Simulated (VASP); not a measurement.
Wanted: the native input for a VASP 6.6.1 run.

| Property | Result |
| --- | --- |
| Task | single point |
| Functional | PBE |
| Potentials or basis | VASP PAW PBE potentials, release 64 (Al, N) |
| Cutoff | 520 eV |
| k mesh | 10 × 10 × 10 |
| Occupations | gaussian, width 0.05 eV |
| Spin | no spin polarisation |
| Dipole correction | no |
| Further INCAR settings | ALGO = Normal; EDIFF = 1e-07; NBANDS = 11 |

The structure of AlN lies in POSCAR:

```
AlN
1.0
    0.0000000000      2.2346109109      2.2346109109
    2.2346109109      0.0000000000      2.2346109109
    2.2346109109      2.2346109109      0.0000000000
Al N
1 1
Direct
    0.0000000000      0.0000000000      0.0000000000
    0.7500000000      0.7500000000      0.7500000000
```

This cell differs from its parent crystal: strain +0.015 along x and y, +0.015 along z.

The input as run:

INCAR

```
SYSTEM = AlN
  ALGO = Normal
  EDIFF = 1E-7
  ENCUT = 520
  GGA = PE
  ISIF = 2
  ISMEAR = 0
  LASPH = .True.
  LCHARG = .False.
  LREAL = .False.
  LWAVE = .False.
  NBANDS = 11
  NELM = 100
  PREC = Accurate
  SIGMA = 0.05
```

KPOINTS

```
k-points
0
Gamma
  10 10 10
  0 0 0
```

Potentials or basis: VASP PAW PBE potentials, release 64 (Al, N).

Launch:

```bash
$ cat potpaw_PBE.64/Al/POTCAR potpaw_PBE.64/N/POTCAR > POTCAR
$ mpirun -np 1 vasp_std > vasp.out
```

It gave:

The pressure is -8.2 GPa and the band gap on the k mesh is 3.28 eV, indirect (least direct gap 3.60 eV).

Caveat: the cell differs from its parent crystal (strain +0.015 along x and y, +0.015 along z).

It took 3.5 s on 1 thread of Intel(R) Xeon(R) 6975P-C (Granite Rapids), with other jobs on the host, peak memory 0.13 GiB.
